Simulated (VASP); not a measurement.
Wanted: the native input for a VASP 6.6.1 run.

* Task: single point
* Functional: r2SCAN
* Potentials or basis: VASP PAW PBE potentials, release 64 (Ta_sv_GW, N)
* Cutoff: 660 eV
* k mesh: 10 × 10 × 6
* Occupations: fermi-dirac, width 0.05 eV
* Spin: no spin polarisation
* Dipole correction: no
* Further INCAR settings: ALGO = Normal; EDIFF = 1e-06; NBANDS = 22

Ta2N:

```
CELL_PARAMETERS angstrom
3.17391 0.00000 0.00000
-1.58696 2.74869 0.00000
0.00000 0.00000 4.96535
ATOMIC_POSITIONS crystal
Ta 0.33333 0.66667 0.25471
Ta 0.66667 0.33333 0.74529
N 0.00000 0.00000 0.00000
```

These files were run (other wordings do the same):

POSCAR

```
Ta2N
1.0
    3.1739135059      0.0000000000      0.0000000000
   -1.5869567530      2.7486897255      0.0000000000
    0.0000000000      0.0000000000      4.9653523268
Ta N
2 1
Direct
    0.3333333333      0.6666666667      0.2547110000
    0.6666666667      0.3333333333      0.7452890000
    0.0000000000      0.0000000000      0.0000000000
```

INCAR.step1

```
PREC = Accurate ; ENCUT = 660
ISMEAR = -1 ; SIGMA = 0.05
LREAL = F ; LASPH = T
NELM = 120 ; NBANDS = 22
GGA = PE ; ALGO = Normal
EDIFF = 1E-5 ; LWAVE = T
LCHARG = F ; GGA_COMPAT = F
```

INCAR.step2

```
PREC = Accurate ; ENCUT = 660
EDIFF = 1E-6 ; ISMEAR = -1
SIGMA = 0.05 ; LREAL = F
LASPH = T ; NELM = 120
ALGO = Normal ; ISIF = 2
LWAVE = F ; LCHARG = F
METAGGA = R2SCAN ; LMIXTAU = T
NBANDS = 22 ; ISTART = 1
GGA_COMPAT = F
```

KPOINTS

```
regular mesh
0
Gamma
  10 10 6
```

Potentials or basis: VASP PAW PBE potentials, release 64 (Ta_sv_GW, N).

Run with:

```console
$ cat potpaw_PBE.64/Ta_sv_GW/POTCAR potpaw_PBE.64/N/POTCAR > POTCAR
$ cp INCAR.step1 INCAR
$ mpirun -np 1 vasp_std > vasp.out
$ cp INCAR.step2 INCAR
$ mpirun -np 1 vasp_std > vasp.out
```

Results of the run:

```yaml
Pressure: -19.7 GPa
Largest_force: 0.159 eV/Å
Band_gap_on_the_k_mesh: zero (an odd number of electrons rules out a gap without spin polarisation)
```

Caveat: the cell stands under tension; the PAW data sets were made with another functional, which shifts forces and pressure a little; spin-orbit coupling is left out, which moves the levels of the heavy elements.

It took 3.9 min on 1 thread of Intel(R) Xeon(R) Platinum 8559C (Emerald Rapids), with other jobs on the host, peak memory 0.25 GiB.
